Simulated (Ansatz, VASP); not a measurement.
# Al in VASP and in Ansatz

```xyz
1
Lattice="0.0000 2.0240 2.1859 2.0240 0.0000 2.1859 2.0240 2.0240 0.0000" Properties=species:S:1:pos:R:3 pbc="T T T"
Al    0.0000    0.0000    0.0000
```

Change from the starting cell: strain +0.000 along x and y, +0.080 along z, atoms carried along.

Alike in both runs: task single point; functional PBE; k mesh 20 × 20 × 20; occupations gaussian, width 0.15 eV; no spin polarisation.

|  | VASP | Ansatz |
| --- | --- | --- |
| version | VASP 6.6.1 | Ansatz 0.2.0 |
| potentials or method | VASP PAW PBE potentials, release 64 (Al), cutoff 520 eV | scalar-relativistic, plane waves, PAW |
| valence electrons in the cell | 3 | 3 |

```tsv
	VASP	Ansatz	Ansatz less VASP
gap on the k mesh at the Fermi level (eV)	none	none	-
pressure (GPa)	-5.0	-5.0	+0.03
traceless stress, the component that is largest in VASP (GPa)	-2.13	-2.14	-0.011
```

A gap of «none» marks a metal or a gap that the smearing closes. The functional is the same, so the differences come from potentials, cutoffs and numerics.
